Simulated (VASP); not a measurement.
A run of VASP 6.6.1 is set up as follows.

INCAR

```
PREC     = Accurate       # precision mode
ENCUT    = 500            # plane-wave cutoff, eV
EDIFF    = 1E-6           # SCF threshold, eV
ISMEAR   = 0              # smearing method
SIGMA    = 0.1            # smearing width, eV
LREAL    = F              # projectors in reciprocal space
LASPH    = T              # aspherical terms in the spheres
NELM     = 200            # most SCF steps
ALGO     = Normal         # electronic algorithm
ISIF     = 2              # what is computed and relaxed
LWAVE    = F              # write WAVECAR
LCHARG   = F              # write CHGCAR
ISPIN    = 2              # spin polarisation
MAGMOM   = 1 0 0          # initial moments
LORBIT   = 11             # projections on sites
LMAXMIX  = 4              # l up to which the mixer works
GGA      = PE             # functional
IVDW     = 12             # dispersion correction
NBANDS   = 23             # bands
GGA_COMPAT= F
```

KPOINTS

```
Automatic mesh
0
Gamma
  6 6 4
```

File POSCAR:

```
TiS2
1.0
    3.4120000000      0.0000000000      0.0000000000
   -1.7060000000      2.9548786777      0.0000000000
    0.0000000000      0.0000000000      5.6950000000
Ti S
1 2
Direct
    0.0000000000      0.0000000000      0.0000000000
    0.3333333333      0.6666666667      0.2500000000
    0.6666666667      0.3333333333      0.7500000000
```

Potentials or basis: VASP PAW PBE potentials, release 64 (Ti_sv, S).

The run is started by

```sh
$ cat potpaw_PBE.64/Ti_sv/POTCAR potpaw_PBE.64/S/POTCAR > POTCAR
$ mpirun -np 1 vasp_std > vasp.out
```

Problem. What does it give for the net moment?

Solution. 0.00 μB per cell.

Problem. Estimate the pressure.

Solution. -2.9 GPa.

Stress tensor (GPa, compression positive):
```
-3.22  0.00  0.00
 0.00 -3.22  0.00
 0.00  0.00 -2.25
```

Caveat: pairwise dispersion overbinds metals, which lowers pressure and volume.
